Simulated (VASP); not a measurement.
Set up this calculation in VASP 6.6.1, as the native input.

```yaml
Task: relaxation of shape and atoms at fixed volume
Functional: PBE
Potentials_or_basis: VASP PAW PBE potentials, release 64 (Mo_sv, Se)
Cutoff: 600 eV
k_mesh: 6 × 6 × 12
Occupations: gaussian, width 0.1 eV
Spin: no spin polarisation
Dipole_correction: no
Further_INCAR_settings: ALGO = Normal; EDIFF = 1e-06; IBRION = 2; EDIFFG = -0.01; NSW = 50; ISIF = 4
```

The structure of MoSe3 lies in POSCAR:

```
MoSe3
1.0
    6.8565775854      0.0000000000      0.0000000000
   -3.4282887927      5.9379703720      0.0000000000
    0.0000000000      0.0000000000      3.0335288251
Mo Se
1 3
Direct
    0.0000000000      0.0000000000      0.0000000000
    0.2949128156      0.0000000000      0.5000000000
    0.0000000000      0.2949128156      0.5000000000
    0.7050871844      0.7050871844      0.5000000000
```

The input as run:

INCAR

```
PREC = Accurate
ENCUT = 600
EDIFF = 1E-6
ISMEAR = 0
SIGMA = 0.1
LREAL = F
LASPH = T
NELM = 80
ALGO = Normal
ISIF = 4
LWAVE = F
LCHARG = F
GGA = PE
IBRION = 2
NSW = 50
EDIFFG = -0.01
```

KPOINTS

```
regular mesh
0
Gamma
  6 6 12
```

Potentials or basis: VASP PAW PBE potentials, release 64 (Mo_sv, Se).

Run with:

```console
$ cat potpaw_PBE.64/Mo_sv/POTCAR potpaw_PBE.64/Se/POTCAR > POTCAR
$ mpirun -np 1 vasp_std > vasp.out
```

Results of the run:

```
Energy gained by relaxing : 4.3 meV/atom
Ionic steps               : 5
Pressure after relaxing   : -0.1 GPa
Band gap on the k mesh    : zero (bands 16 and 17 overlap by 0.12 eV)
```

Wall time 9.6 min on 1 thread of Intel Xeon 8259CL (shared host), peak memory 0.37 GiB.
